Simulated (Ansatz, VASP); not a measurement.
# MgO: VASP and Ansatz over several settings

```
CELL_PARAMETERS angstrom
0.00000 2.09700 2.09700
2.09700 0.00000 2.09700
2.09700 2.09700 0.00000
ATOMIC_POSITIONS crystal
Mg 0.00000 0.00000 0.00000
O 0.50000 0.50000 0.50000
```

Single points on this cell with VASP 6.6.1 and Ansatz 0.2.0. Each row is one pair of runs. Alike in all rows: spin: off; k mesh: 11 × 11 × 11; VASP's potentials, cutoff: VASP PAW PBE potentials, release 64 (Mg, O), 520 eV; Ansatz's potentials, cutoff: Ansatz PAW, 420 eV.

| level | smearing | gap on the k mesh at the Fermi level (eV), VASP | gap on the k mesh at the Fermi level (eV), Ansatz | least direct gap on the mesh (eV), VASP | least direct gap on the mesh (eV), Ansatz | pressure (GPa), VASP | pressure (GPa), Ansatz |
| --- | --- | --- | --- | --- | --- | --- | --- |
| PBEsol | gaussian, width 0.02 eV | 4.76 | 4.76 | 4.76 | 4.76 | 1.9 | 2.3 |
| RPBE+D4 | gaussian, width 0.1 eV | 4.95 | 4.98 | 4.95 | 4.98 | 3.3 | 4.3 |
| PBE | gaussian, width 0.012 eV | 4.85 | 4.87 | 4.85 | 4.87 | 6.2 | 6.9 |
| PBE | gaussian, width 0.013 eV | ? | 4.87 | ? | 4.87 | ? | 6.9 |
| PBE | gaussian, width 0.019 eV | 4.85 | 4.87 | 4.85 | 4.87 | 6.2 | 6.9 |
| PBE | gaussian, width 0.021 eV | 4.85 | 4.87 | 4.85 | 4.87 | 6.2 | 6.9 |
| PBE | gaussian, width 0.022 eV | 4.85 | 4.87 | 4.85 | 4.87 | 6.2 | 6.9 |
| PBE | gaussian, width 0.023 eV | 4.85 | 4.87 | 4.85 | 4.87 | 6.2 | 6.9 |

Question: Fill in what VASP gave in row 4.

Answer: gap on the k mesh at the Fermi level (eV): 4.85; least direct gap on the mesh (eV): 4.85; pressure (GPa): 6.2.

VASP's potentials hold 8 valence electrons a cell and Ansatz's 16, so a difference there can come from the potentials and not from the codes.

Noted on Ansatz's runs: odd divisions of the mesh miss points on the zone boundary, where band edges often lie, so the gap on the mesh can be too wide.
